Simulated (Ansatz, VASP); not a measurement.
## GaN: VASP beside Ansatz

```xyz
4
Lattice="3.3648 0.0000 0.0000 -1.6824 2.9140 0.0000 0.0000 0.0000 4.8492" Properties=species:S:1:pos:R:3 pbc="T T T"
Ga    0.0000    1.9426    1.2123
Ga    1.6824    0.9713    3.6369
N     1.6824    0.9713    1.2123
N     0.0000    1.9426    3.6369
```

Alike in both runs: task single point; functional r2SCAN; k mesh 9 × 9 × 4; no spin polarisation.

|  | VASP | Ansatz |
| --- | --- | --- |
| version | VASP 6.6.1 | Ansatz 0.2.0 |
| potentials or method | VASP PAW PBE potentials, release 64 (Ga_d, N) | plane waves, PAW |
| plane-wave cutoff (eV) | 520 | 500 |
| occupations | gaussian, width 0.01 eV | fixed |
| valence electrons in the cell | 36 | 36 |

```tsv
	VASP	Ansatz	Ansatz less VASP
gap on the k mesh at the Fermi level (eV)	1.37	1.36	-0.008
pressure (GPa)	-9.4	-10.3	-0.87
traceless stress, the component that is largest in VASP (GPa)	3.24	4.01	+0.770
```

VASP's potentials were made for PBE, not for r2SCAN.
